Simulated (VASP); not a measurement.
# AgCl (Fm-3m) in VASP: a series of runs

AgCl is run at these levels: PBEsol, PBE; tasks: relaxation of cell and atoms.

Program: VASP 6.6.1. These are calculated values, not measurements. Logs are shortened: lines on timing, memory, paths and dates and some standing lists are left out, and cuts for length are marked.

## Step 1: The cell of the first run

It takes space group Fm-3m (No. 225, cubic). Conventional cell: a = 5.447 Å, b = 5.447 Å, c = 5.447 Å, α = 90.00°, β = 90.00°, γ = 90.00°. Within 3.6 Å of Ag (site symmetry m-3m) lie 6 Cl at 2.72 Å. Within 3.6 Å of Cl (site symmetry m-3m) lie 6 Ag at 2.72 Å.

## Step 2: Relaxation of cell and atoms, PBEsol, target pressure 4 GPa, at which the enthalpy is minimised

Input file INCAR:

```
ALGO = Normal
EDIFF = 1E-7
EDIFFG = -0.001
ENCUT = 600
GGA = PS
IBRION = 2
ISIF = 3
ISMEAR = 0
LASPH = True
LCHARG = False
LREAL = False
LWAVE = False
NELM = 80
NSW = 80
PREC = Accurate
PSTRESS = 40.0
SIGMA = 0.01
```

Input file KPOINTS:

```
k-points
0
Gamma
  8 8 8
```

Input file POSCAR:

```
AgCl
1.0
    0.0000000000      2.7237193930      2.7237193930
    2.7237193930      0.0000000000      2.7237193930
    2.7237193930      2.7237193930      0.0000000000
Ag Cl
1 1
Direct
    0.5000000000      0.5000000000      0.5000000000
    0.0000000000      0.0000000000      0.0000000000
```

Potentials or basis: VASP PAW PBE potentials, release 64 (Ag, Cl).

On the command line:

```console
cat potpaw_PBE.64/Ag/POTCAR potpaw_PBE.64/Cl/POTCAR > POTCAR
mpirun -np 1 vasp_std > vasp.out
```

OUTCAR:

```text
EDIFF = 1E-7
   EDIFFG = -0.001
   ENCUT = 600
   GGA = PS
   IBRION = 2
   ISIF = 3
   ISMEAR = 0
   LASPH = True
   LREAL = False
   NELM = 80
   NSW = 80
   PREC = Accurate
   PSTRESS = 40.0

 ion  position               nearest neighbor table
   1  0.500  0.500  0.500-   2 2.72   2 2.72   2 2.72   2 2.72   2 2.72   2 2.72
   2  0.000  0.000  0.000-   1 2.72   1 2.72   1 2.72   1 2.72   1 2.72   1 2.72

  LATTYP: Found a face centered cubic cell.
 ALAT       =     5.4474387860

  Lattice vectors:

 A1 = (   0.0000000000,   2.7237193930,   2.7237193930)
 A2 = (   2.7237193930,   0.0000000000,   2.7237193930)
 A3 = (   2.7237193930,   2.7237193930,   0.0000000000)

Analysis of symmetry for initial positions (statically):
=====================================================================
 Subroutine PRICEL returns:
 Original cell was already a primitive cell.

 Routine SETGRP: Setting up the symmetry group for a
 face centered cubic supercell.

 Subroutine GETGRP returns: Found 48 space group operations
 (whereof 48 operations were pure point group operations)
 out of a pool of 48 trial point group operations.

The static configuration has the point symmetry O_h .

Analysis of symmetry for dynamics (positions and initial velocities):
=====================================================================
 Subroutine PRICEL returns:
 Original cell was already a primitive cell.

 Routine SETGRP: Setting up the symmetry group for a
 face centered cubic supercell.

 Subroutine GETGRP returns: Found 48 space group operations
 (whereof 48 operations were pure point group operations)
 out of a pool of 48 trial point group operations.

The dynamic configuration has the point symmetry O_h .

 Subroutine INISYM returns: Found 48 space group operations
 (whereof 48 operations are pure point group operations),
 and found     1 'primitive' translations

----------------------------------------------------------------------------------------

                                     Primitive cell

  volume of cell :      40.4126

  direct lattice vectors                    reciprocal lattice vectors
     0.000000000  2.723719393  2.723719393    -0.183572508  0.183572508  0.183572508
     2.723719393  0.000000000  2.723719393     0.183572508 -0.183572508  0.183572508
     2.723719393  2.723719393  0.000000000     0.183572508  0.183572508 -0.183572508

  length of vectors
     3.851920906  3.851920906  3.851920906     0.317956911  0.317956911  0.317956911

  position of ions in fractional coordinates (direct lattice)
     0.500000000  0.500000000  0.500000000
     0.000000000  0.000000000  0.000000000

  ion indices of the primitive-cell ions
   primitive index   ion index
                 1           1
                 2           2

----------------------------------------------------------------------------------------

 KPOINTS: k-points

Automatic generation of k-mesh.
 Grid dimensions read from file:
 generate k-points for:    8    8    8

 Generating k-lattice:

  Cartesian coordinates                     Fractional coordinates (reciprocal lattice)
    -0.022946563  0.022946563  0.022946563     0.125000000  0.000000000  0.000000000
     0.022946563 -0.022946563  0.022946563     0.000000000  0.125000000  0.000000000
     0.022946563  0.022946563 -0.022946563     0.000000000  0.000000000  0.125000000

  Length of vectors
     0.039744614  0.039744614  0.039744614

  Shift w.r.t. Gamma in fractional coordinates (k-lattice)
     0.000000000  0.000000000  0.000000000

 Subroutine IBZKPT returns following result:
 ===========================================

 Found     29 irreducible k-points:

 Following reciprocal coordinates:
            Coordinates               Weight
  0.000000  0.000000  0.000000      1.000000
  0.125000  0.000000  0.000000      8.000000
  0.250000  0.000000  0.000000      8.000000
  0.375000  0.000000  0.000000      8.000000
  0.500000  0.000000  0.000000      4.000000
  0.125000  0.125000  0.000000      6.000000
[... 16 lines left out ...]
  0.500000  0.250000  0.125000     48.000000
 -0.375000  0.250000  0.125000     24.000000
 [... further k-points ...]
   k-points           NKPTS =     29   k-points in BZ     NKDIM =     29   number of bands    NBANDS=     13
   number of dos      NEDOS =    301   number of ions     NIONS =      2
   total plane-waves  NPLWV =  32768
   dimension x,y,z NGX =    32 NGY =   32 NGZ =   32
   dimension x,y,z NGXF=    64 NGYF=   64 NGZF=   64
   ions per type =               1   1
   NGX,Y,Z   is equivalent  to a cutoff of  13.81, 13.81, 13.81 a.u.
   NGXF,Y,Z  is equivalent  to a cutoff of  27.62, 27.62, 27.62 a.u.
 SYSTEM =  unknown system
   PREC   = accura    normal or accurate (medium, high low for compatibility)
   ISTART =      0    job   : 0-new  1-cont  2-samecut
   ICHARG =      2    charge: 1-file 2-atom 10-const
   ISPIN  =      1    spin polarized calculation?
   LNONCOLLINEAR =      F non collinear calculations
   LSORBIT =      F    spin-orbit coupling
   LASPH  =      T    aspherical Exc in radial PAW
   ENCUT  =  600.0 eV  44.10 Ry    6.64 a.u.   7.69  7.69  7.69*2*pi/ulx,y,z
   NELM   =     80;   NELMIN=  2; NELMDL= -5     # of ELM steps
   EDIFF  = 0.1E-06   stopping-criterion for ELM
   LREAL  =      F    real-space projection
   EDIFFG = -.1E-02   stopping-criterion for IOM
   NSW    =     80    number of steps for IOM
   IBRION =      2    ionic relax: 0-MD 1-quasi-New 2-CG
   NFREE  =      1    steps in history (QN), initial steepest desc. (CG)
   ISIF   =      3    stress and relaxation
   ISYM   =      2    0-nonsym 1-usesym 2-fastsym
   POTIM  = 0.5000    time-step for ionic-motion
   TEBEG  =    0.0;   TEEND  =   0.0 temperature during run
   PSTRESS=   40.0 pullay stress
   NELECT =      18.0000    total number of electrons
   NUPDOWN=      -1.0000    fix difference up-down
   EMIN   =  10.00;   EMAX   =-10.00  energy-range for DOS
   EFERMI =   0.00;   METHOD = LEGACY
   ISMEAR =     0;   SIGMA  =   0.01  broadening in eV -4-tet -1-fermi 0-gaus
   EFERMI_NEDOS =   21; number of points for ismear=-14 and -15
   IALGO  =     38    algorithm
   IMIX   =      4    mixing-type and parameters
     AMIX     =   0.40;   BMIX     =  1.00
     AMIX_MAG =   1.60;   BMIX_MAG =  1.00
  volume/ion in A,a.u.               =      20.21       136.36
  Fermi-wavevector in a.u.,A,eV,Ry     =   1.250240  2.362611 21.267259  1.563099
  Thomas-Fermi vector in A             =   2.384243
   LORBIT       =      0    0 simple, 1 ext, 2 COOP (PROOUT), +10 PAW based schemes
   GGA     = PS    functional components
   LHFCALC =     F    Hartree Fock is set to
   AEXX    =    0.0000 exact exchange contribution
   IVDW    =     0    specifies the selected vdW correction
   LEPSILON=     F    determine dielectric tensor
   LRPA    =     F    only Hartree local field effects (RPA)
 conjugate gradient relaxation of ions
 non-spin polarized calculation
 Gauss-broadening in eV      SIGMA  =   0.01
  energy-cutoff  :      600.00
  volume of cell :       40.41
 maximum number of plane-waves:      1365
   NGX = 15   NGY = 15   NGZ = 15

--------------------------------------- Ionic step        1  -------------------------------------------

 number of electron      17.9999997 magnetization

 Free energy of the ion-electron system (eV)
  ---------------------------------------------------
  ext. energy  EPLUGINS =         0.00000000
  ---------------------------------------------------
  free energy    TOTEN  =        -6.06136388 eV

  energy without entropy =       -6.06136388  energy(sigma->0) =       -6.06136388

------------------------ aborting loop because EDIFF is reached ----------------------------------------

  FORCE on cell =-STRESS in cart. coord.  units (eV):
  Direction    XX          YY          ZZ          XY          YZ          ZX
  --------------------------------------------------------------------------------------
  -------------------------------------------------------------------------------------
  Total       -0.0162221     -0.0162221     -0.0162221      0.0000000      0.0000000      0.0000000
  in kB       -0.6431338     -0.6431338     -0.6431338      0.0000000      0.0000000      0.0000000
  external PRESSURE =     -40.6431338 kB  Pullay stress =      40.0000000 kB

 VOLUME and BASIS-vectors are now :
 -----------------------------------------------------------------------------
  energy-cutoff  :      600.00
  volume of cell :       40.41
      direct lattice vectors                 reciprocal lattice vectors
     0.000000000  2.723719393  2.723719393    -0.183572508  0.183572508  0.183572508
     2.723719393  0.000000000  2.723719393     0.183572508 -0.183572508  0.183572508
     2.723719393  2.723719393  0.000000000     0.183572508  0.183572508 -0.183572508
[... 46 lines left out ...]
  FREE ENERGIE OF THE ION-ELECTRON SYSTEM (eV)
  ---------------------------------------------------
  free  energy   TOTEN  =        -6.0186893161 eV

  energy  without entropy=       -6.0186893161  energy(sigma->0) =       -6.01868932

  enthalpy is  TOTEN    =        -5.0827594356 eV   P V=        0.9359298806

--------------------------------------- Ionic step        3  -------------------------------------------

 number of electron      18.0000002 magnetization

 Free energy of the ion-electron system (eV)
  ---------------------------------------------------
  ext. energy  EPLUGINS =         0.00000000
  ---------------------------------------------------
  free energy    TOTEN  =        -6.03382379 eV

  energy without entropy =       -6.03382379  energy(sigma->0) =       -6.03382379

 E-fermi :   5.3323     XC(G=0): -10.8265

 val. band max:        5.2677524252   @ k =   0.5000   0.0000   0.0000
 cond. band min:       5.9994832899   @ k =   0.0000   0.0000   0.0000
 fundamental gap:      0.7317308647
 Fermi energy:         5.3322687501

 k-point     1 :       0.0000    0.0000    0.0000
  band No.  band energies     occupation
      1     -10.7102      2.00000
      2       2.2574      2.00000
      3       2.2574      2.00000
      4       2.2574      2.00000
      5       2.3057      2.00000
      6       2.3057      2.00000
      7       2.4397      2.00000
      8       2.4397      2.00000
      9       2.4397      2.00000
     10       5.9995      0.00000
     11      15.9663      0.00000
     12      15.9663      0.00000
     13      15.9663      0.00000

 k-point     2 :       0.1250    0.0000    0.0000
  band No.  band energies     occupation
      1     -10.6268      2.00000
      2       1.4272      2.00000
      3       1.5038      2.00000
      4       1.5038      2.00000
      5       2.3303      2.00000
      6       2.3303      2.00000
      7       2.6299      2.00000
      8       3.3333      2.00000
      9       3.3333      2.00000
     10       6.7992      0.00000
     11      14.4992      0.00000
[... 339 lines left out ...]
 k-point    24 :      -0.3750    0.2500    0.1250
  band No.  band energies     occupation
      1     -10.0507      2.00000
      2      -0.5945      2.00000
      3       0.3046      2.00000
      4       0.3870      2.00000
      5       2.6706      2.00000
      6       2.7559      2.00000
      7       3.0604      2.00000
      8       4.0638      2.00000
      9       4.6325      2.00000
     10      10.3104      0.00000
     11      10.6030      0.00000
     12      13.3022      0.00000
     13      13.6433      0.00000

 [... further k-points ...]

------------------------ aborting loop because EDIFF is reached ----------------------------------------

  FORCE on cell =-STRESS in cart. coord.  units (eV):
  Direction    XX          YY          ZZ          XY          YZ          ZX
  --------------------------------------------------------------------------------------
  -------------------------------------------------------------------------------------
  Total        0.9503892      0.9503892      0.9503892      0.0000000      0.0000000     -0.0000000
  in kB       40.0502809     40.0502809     40.0502809      0.0000000      0.0000000     -0.0000000
  external PRESSURE =       0.0502809 kB  Pullay stress =      40.0000000 kB

 VOLUME and BASIS-vectors are now :
 -----------------------------------------------------------------------------
  energy-cutoff  :      600.00
  volume of cell :       38.02
      direct lattice vectors                 reciprocal lattice vectors
     0.000000000  2.668858222  2.668858222    -0.187346033  0.187346033  0.187346033
     2.668858222  0.000000000  2.668858222     0.187346033 -0.187346033  0.187346033
     2.668858222  2.668858222  0.000000000     0.187346033  0.187346033 -0.187346033

 POSITION                                       TOTAL-FORCE (eV/Angst)
 -----------------------------------------------------------------------------------
      2.66886      2.66886      2.66886         0.000000     -0.000000     -0.000000
      0.00000      0.00000      0.00000        -0.000000      0.000000      0.000000
 -----------------------------------------------------------------------------------
    total drift:                                0.000000     -0.000000      0.000000

  FREE ENERGIE OF THE ION-ELECTRON SYSTEM (eV)
  ---------------------------------------------------
  free  energy   TOTEN  =        -6.0338237894 eV

  energy  without entropy=       -6.0338237894  energy(sigma->0) =       -6.03382379

  enthalpy is  TOTEN    =        -5.0846277561 eV   P V=        0.9491960333

 reached required accuracy - stopping structural energy minimisation
```

Run time: 20 s. Hardware: 1 thread of AMD EPYC 9R45 (Zen 5), shared host; peak memory 0.16 GiB.

What came out:

| Property | Result |
| --- | --- |
| Free energy | -6.0338 eV |
| Relaxed volume | 19.01 Å³/atom |
| Relaxed cell | a = 3.774 Å, b = 3.774 Å, c = 3.774 Å, α = 60.00°, β = 60.00°, γ = 60.00° |
| Space group after relaxing (to 0.1 Å) | Fm-3m (No. 225) |
| Energy change on relaxing (the run minimises the enthalpy) | +13.8 meV/atom |
| Ionic steps | 3 |
| Pressure after relaxing | 4.0 GPa |
| Band gap on the k mesh | 0.73 eV (least direct gap 3.47 eV) |

Step by step:
| step | energy change (eV) | largest force (eV/Å) | pressure (GPa) | volume (Å³) |
| --- | --- | --- | --- | --- |
| 1 | 0.0000 | 0.0000 | -0.06 | 40.41 |
| 2 | 0.0427 | 0.0000 | 5.14 | 37.49 |
| 3 | 0.0275 | 0.0000 | 4.01 | 38.02 |

Final structure:
```cif
data_structure
_symmetry_space_group_name_H-M 'P 1'
_symmetry_Int_Tables_number 1
_cell_length_a 3.7743
_cell_length_b 3.7743
_cell_length_c 3.7743
_cell_angle_alpha 60.000
_cell_angle_beta 60.000
_cell_angle_gamma 60.000
_cell_volume 38.02
loop_
_atom_site_label
_atom_site_type_symbol
_atom_site_fract_x
_atom_site_fract_y
_atom_site_fract_z
_atom_site_occupancy
Ag1 Ag 0.50000 0.50000 0.50000 1
Cl1 Cl 0.00000 0.00000 0.00000 1
```

Caveat: the cell is relaxed towards a set pressure, so the run minimises the enthalpy, not the energy; the PAW data sets were made with another functional, which shifts forces and pressure a little.

(Continued in part 2 of 2.)
